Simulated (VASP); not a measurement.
AgO, 2 atoms in the cell. Symmetry: F-43m, No. 216, cubic system. The conventional cell has a = 4.920 Å, b = 4.920 Å, c = 4.920 Å, α = 90.00°, β = 90.00°, γ = 90.00°. Within 2.8 Å of Ag (site symmetry -43m) lie 4 O at 2.13 Å. Within 2.8 Å of O (site symmetry -43m) lie 4 Ag at 2.13 Å. 

| Property | Result |
| --- | --- |
| Program | VASP 6.6.1 |
| Task | single point |
| Functional | PBEsol |
| Potentials or basis | VASP PAW PBE potentials, release 64 (Ag, O) |
| Cutoff | 520 eV |
| k mesh | 14 × 14 × 14 |
| Occupations | gaussian, width 0.1 eV |
| Spin | no spin polarisation |
| Dipole correction | no |
| Further INCAR settings | ALGO = Normal; EDIFF = 1e-07; NBANDS = 16 |

Potentials or basis: VASP PAW PBE potentials, release 64 (Ag, O).

Command:

```bash
$ cat potpaw_PBE.64/Ag/POTCAR potpaw_PBE.64/O/POTCAR > POTCAR
$ mpirun -np 1 vasp_std > vasp.out
```

Hardware: 1 thread of Intel(R) Xeon(R) Platinum 8124M CPU @ 3.00GHz (Skylake/Cascade Lake) (shared host).

How long does it take, and how much memory?

It took 43 s on 1 thread of Intel(R) Xeon(R) Platinum 8124M CPU @ 3.00GHz (Skylake/Cascade Lake), on a shared host, peak memory 0.19 GiB. Counts: scf iterations 14, k points 104.
